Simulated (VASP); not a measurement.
# Si2Mo (I4/mmm) in VASP: further runs

Runs on Si2Mo. Level: PBE. Tasks: single point.

All numbers are computed with VASP 6.6.1; they aren't measurements. Logs are shortened: lines on timing, memory, paths and dates and some standing lists are left out, and cuts for length are marked.

## (1) The cell of the first run

Symmetry: I4/mmm, No. 139, tetragonal system. Conventional cell: a = 3.200 Å, b = 3.200 Å, c = 7.861 Å, α = 90.00°, β = 90.00°, γ = 90.00°. Within 3.4 Å of Si (site symmetry 4mm) lie 9 Si at 2.61 to 3.20 Å and 5 Mo at 2.62 Å. Mo (site symmetry 4/mmm) has 10 Si at 2.62 Å and 4 Mo at 3.20 Å within 3.5 Å.

## (2) Single point, PBE

INCAR

```
SYSTEM = Si2Mo
PREC     = Accurate       ! precision mode
ENCUT    = 520            ! plane-wave cutoff, eV
EDIFF    = 1E-6           ! SCF threshold, eV
ISMEAR   = -1             ! smearing method
SIGMA    = 0.05           ! smearing width, eV
LREAL    = .FALSE.        ! projectors in reciprocal space
LASPH    = .TRUE.         ! aspherical terms in the spheres
NELM     = 60             ! most SCF steps
ALGO     = Normal         ! electronic algorithm
ISIF     = 2              ! what is computed and relaxed
LWAVE    = .FALSE.        ! write WAVECAR
LCHARG   = .FALSE.        ! write CHGCAR
GGA      = PE             ! functional
NBANDS   = 18             ! bands
```

KPOINTS

```
regular mesh
0
G
  13 13 13
  0 0 0
```

POSCAR

```
Si2Mo
1.0
   -1.6000000000      1.6000000000      3.9305000000
    1.6000000000     -1.6000000000      3.9305000000
    1.6000000000      1.6000000000     -3.9305000000
Si Mo
2 1
Direct
    0.3330000000      0.3330000000      0.0000000000
    0.6670000000      0.6670000000      0.0000000000
    0.0000000000      0.0000000000      0.0000000000
```

Potentials or basis: VASP PAW PBE potentials, release 64 (Si, Mo_sv).

Run with:

```console
> cat potpaw_PBE.64/Si/POTCAR potpaw_PBE.64/Mo_sv/POTCAR > POTCAR
> mpirun -np 1 vasp_std > vasp.out
```

OUTCAR:

```text
SYSTEM = Si2Mo
   PREC = Accurate
   ENCUT = 520
   EDIFF = 1E-6
   ISMEAR = -1
   LREAL = .FALSE.
   LASPH = .TRUE.
   NELM = 60
   ISIF = 2
   GGA = PE

 ion  position               nearest neighbor table
   1  0.333  0.333  0.000-   2 2.61   2 2.61   2 2.61   2 2.61   3 2.62   3 2.62   3 2.62   3 2.62
                             3 2.62   2 2.63
   2  0.667  0.667  0.000-   1 2.61   1 2.61   1 2.61   1 2.61   3 2.62   3 2.62   3 2.62   3 2.62
                             3 2.62   1 2.63
   3  0.000  0.000  0.000-   2 2.62   1 2.62   2 2.62   1 2.62   2 2.62   1 2.62   1 2.62   2 2.62
                             1 2.62   2 2.62

  LATTYP: Found a body centered tetragonal cell.
 ALAT       =     3.2000000000
 C/A-ratio  =     2.4565625000

  Lattice vectors:

 A1 = (  -1.6000000000,   1.6000000000,   3.9305000000)
 A2 = (   1.6000000000,  -1.6000000000,   3.9305000000)
 A3 = (   1.6000000000,   1.6000000000,  -3.9305000000)

Analysis of symmetry for initial positions (statically):
=====================================================================
 Subroutine PRICEL returns:
 Original cell was already a primitive cell.

 Routine SETGRP: Setting up the symmetry group for a
 body centered tetragonal supercell.

 Subroutine GETGRP returns: Found 16 space group operations
 (whereof 16 operations were pure point group operations)
 out of a pool of 16 trial point group operations.

The static configuration has the point symmetry D_4h.

Analysis of symmetry for dynamics (positions and initial velocities):
=====================================================================
 Subroutine PRICEL returns:
 Original cell was already a primitive cell.

 Routine SETGRP: Setting up the symmetry group for a
 body centered tetragonal supercell.

 Subroutine GETGRP returns: Found 16 space group operations
 (whereof 16 operations were pure point group operations)
 out of a pool of 16 trial point group operations.

The dynamic configuration has the point symmetry D_4h.

 Subroutine INISYM returns: Found 16 space group operations
 (whereof 16 operations are pure point group operations),
 and found     1 'primitive' translations

----------------------------------------------------------------------------------------

                                     Primitive cell

  volume of cell :      40.2483

  direct lattice vectors                    reciprocal lattice vectors
    -1.600000000  1.600000000  3.930500000     0.000000000  0.312500000  0.127210279
[... 76 lines left out ...]
   NGX,Y,Z   is equivalent  to a cutoff of  13.20, 13.20, 13.20 a.u.
   NGXF,Y,Z  is equivalent  to a cutoff of  26.39, 26.39, 26.39 a.u.
 SYSTEM =  Si2Mo
   PREC   = accura    normal or accurate (medium, high low for compatibility)
   ISTART =      0    job   : 0-new  1-cont  2-samecut
   ICHARG =      2    charge: 1-file 2-atom 10-const
   ISPIN  =      1    spin polarized calculation?
   LNONCOLLINEAR =      F non collinear calculations
   LSORBIT =      F    spin-orbit coupling
   LASPH  =      T    aspherical Exc in radial PAW
   ENCUT  =  520.0 eV  38.22 Ry    6.18 a.u.   8.43  8.43  8.43*2*pi/ulx,y,z
   NELM   =     60;   NELMIN=  2; NELMDL= -5     # of ELM steps
   EDIFF  = 0.1E-05   stopping-criterion for ELM
   LREAL  =      F    real-space projection
[... 7 lines left out ...]
   TEBEG  =    0.0;   TEEND  =   0.0 temperature during run
   PSTRESS=    0.0 pullay stress
   NELECT =      22.0000    total number of electrons
   NUPDOWN=      -1.0000    fix difference up-down
   EMIN   =  10.00;   EMAX   =-10.00  energy-range for DOS
   EFERMI =   0.00;   METHOD = LEGACY
   ISMEAR =    -1;   SIGMA  =   0.05  broadening in eV -4-tet -1-fermi 0-gaus
   EFERMI_NEDOS =   21; number of points for ismear=-14 and -15
   IALGO  =     38    algorithm
   IMIX   =      4    mixing-type and parameters
     AMIX     =   0.40;   BMIX     =  1.00
     AMIX_MAG =   1.60;   BMIX_MAG =  1.00
  volume/ion in A,a.u.               =      13.42        90.54
  Fermi-wavevector in a.u.,A,eV,Ry     =   1.338546  2.529484 24.377614  1.791704
  Thomas-Fermi vector in A             =   2.467007
   LORBIT       =      0    0 simple, 1 ext, 2 COOP (PROOUT), +10 PAW based schemes
   GGA     = PE    functional components
   LHFCALC =     F    Hartree Fock is set to
   AEXX    =    0.0000 exact exchange contribution
   IVDW    =     0    specifies the selected vdW correction
   LEPSILON=     F    determine dielectric tensor
   LRPA    =     F    only Hartree local field effects (RPA)
 non-spin polarized calculation
  energy-cutoff  :      520.00
  volume of cell :       40.25
 maximum number of plane-waves:      1104
 NGX is ok and might be reduce to    36
   NGX = 17   NGY = 17   NGZ = 17

 number of electron      22.0000000 magnetization

 Free energy of the ion-electron system (eV)
  ---------------------------------------------------
  ext. energy  EPLUGINS =         0.00000000
  ---------------------------------------------------
  free energy    TOTEN  =       -23.25356570 eV

  energy without entropy =      -23.25149647  energy(sigma->0) =      -23.25253108

 E-fermi :  12.2837     XC(G=0): -12.4279

 val. band max:       12.1438939482   @ k =  -0.3846   0.4615   0.3846
 cond. band min:      12.3135063752   @ k =  -0.3077  -0.3846   0.3077
 fundamental gap:      0.1696124269
 Fermi energy:        12.2837395423

 k-point     1 :       0.0000    0.0000    0.0000
  band No.  band energies     occupation
      1     -48.4675      2.00000
      2     -22.6306      2.00000
      3     -22.5327      2.00000
      4     -22.5327      2.00000
      5      -1.1900      2.00000
      6       5.9295      2.00000
[... 481 lines left out ...]
      5       2.6817      2.00000
      6       3.1952      2.00000
[... 10 lines left out ...]
     17      19.7798      0.00000
     18      21.2130      0.00000

 [... further k-points ...]
[... 5 lines left out ...]
  --------------------------------------------------------------------------------------
  -------------------------------------------------------------------------------------
  Total        0.7068714      0.7068714      0.3986859      0.0000000     -0.0000000      0.0000000
  in kB       28.1386485     28.1386485     15.8706124      0.0000000     -0.0000000      0.0000000
  external PRESSURE =      24.0493032 kB  Pullay stress =       0.0000000 kB

 VOLUME and BASIS-vectors are now :
 -----------------------------------------------------------------------------
  energy-cutoff  :      520.00
  volume of cell :       40.25
      direct lattice vectors                 reciprocal lattice vectors
    -1.600000000  1.600000000  3.930500000     0.000000000  0.312500000  0.127210279
     1.600000000 -1.600000000  3.930500000     0.312500000  0.000000000  0.127210279
     1.600000000  1.600000000 -3.930500000     0.312500000  0.312500000  0.000000000

 POSITION                                       TOTAL-FORCE (eV/Angst)
 -----------------------------------------------------------------------------------
      0.00000      0.00000      2.61771         0.000000      0.000000      0.277435
      0.00000      0.00000      5.24329        -0.000000     -0.000000     -0.277435
      0.00000      0.00000      0.00000         0.000000      0.000000      0.000000
 -----------------------------------------------------------------------------------
    total drift:                                0.000000      0.000000     -0.000000

  FREE ENERGIE OF THE ION-ELECTRON SYSTEM (eV)
  ---------------------------------------------------
  free  energy   TOTEN  =       -23.2535656975 eV

  energy  without entropy=      -23.2514964697  energy(sigma->0) =      -23.25253108
```

stdout:

```text
POSCAR found type information on POSCAR SiMo
 POSCAR found :  2 types and       3 ions
 scaLAPACK will be used
 LDA part: xc-table for (Slater+PW92), standard interpolation
 POSCAR, INCAR and KPOINTS ok, starting setup
 FFT: planning ... GRIDC
 FFT: planning ... GRID_SOFT
 FFT: planning ... GRID
 WAVECAR not read
 entering main loop
```

Run time: 2 min. Hardware: 1 thread of AMD EPYC 9R45 (Zen 5), shared host; peak memory 0.27 GiB.

Results:

```yaml
Free_energy: -23.2536 eV
Pressure: 2.4 GPa
Largest_force: 0.277 eV/Å
Band_gap_on_the_k_mesh: zero (band 11 reaches 12.77 eV, above the bottom of band 12 at 11.81 eV)
```

Forces in eV/Å, atoms in the order of the input:
```
Si   0.000  0.000  0.277
Si   0.000  0.000 -0.277
Mo   0.000  0.000  0.000
```

Stress tensor (GPa, compression positive):
```
2.81 0.00 0.00
0.00 2.81 0.00
0.00 0.00 1.59
```

## (3) Single point, PBE

This run uses another cell than the first one, of 13.68 Å³/atom, 1.020 times its volume.

INCAR

```
  PREC = Accurate
  ENCUT = 520
  EDIFF = 1E-6
  ISMEAR = -1
  SIGMA = 0.05
  LREAL = F
  LASPH = T
  NELM = 100
  ALGO = Normal
  ISIF = 2
  LWAVE = F
  LCHARG = F
  GGA = PE
  NBANDS = 18
```

KPOINTS

```
regular mesh
0
Gamma
  13 13 13
```

POSCAR

```
Si2Mo
1.0
   -1.6105963353      1.6105963353      3.9565305599
    1.6105963353     -1.6105963353      3.9565305599
    1.6105963353      1.6105963353     -3.9565305599
Si Mo
2 1
Direct
    0.3330000000      0.3330000000      0.0000000000
    0.6670000000      0.6670000000      0.0000000000
    0.0000000000      0.0000000000      0.0000000000
```

Potentials or basis: VASP PAW PBE potentials, release 64 (Si, Mo_sv).

Run with:

```console
> cat potpaw_PBE.64/Si/POTCAR potpaw_PBE.64/Mo_sv/POTCAR > POTCAR
> mpirun -np 1 vasp_std > vasp.out
```

Wall time 1.9 min (1 thread of AMD EPYC 9R45 (Zen 5), shared host); peak memory 0.27 GiB.

It converged, with:

- Free energy: -23.2552 eV
- Pressure: -1.7 GPa
- Largest force: 0.308 eV/Å
- Band gap on the k mesh: zero (band 11 reaches 12.46 eV, above the bottom of band 12 at 11.52 eV)

Forces in eV/Å, atoms in the order of the input:
```
Si   0.000  0.000  0.308
Si   0.000  0.000 -0.308
Mo   0.000  0.000  0.000
```

Stress tensor (GPa, compression positive):
```
-1.16  0.00  0.00
 0.00 -1.16  0.00
 0.00  0.00 -2.89
```

Levels at points of the mesh, in eV from the Fermi level:
```csv
k point,band 9,band 10,band 11,band 12,band 13,band 14
"(0.00, 0.00, 0.00)",-2.62,-2.62,0.39,2.94,3.17,3.56
```
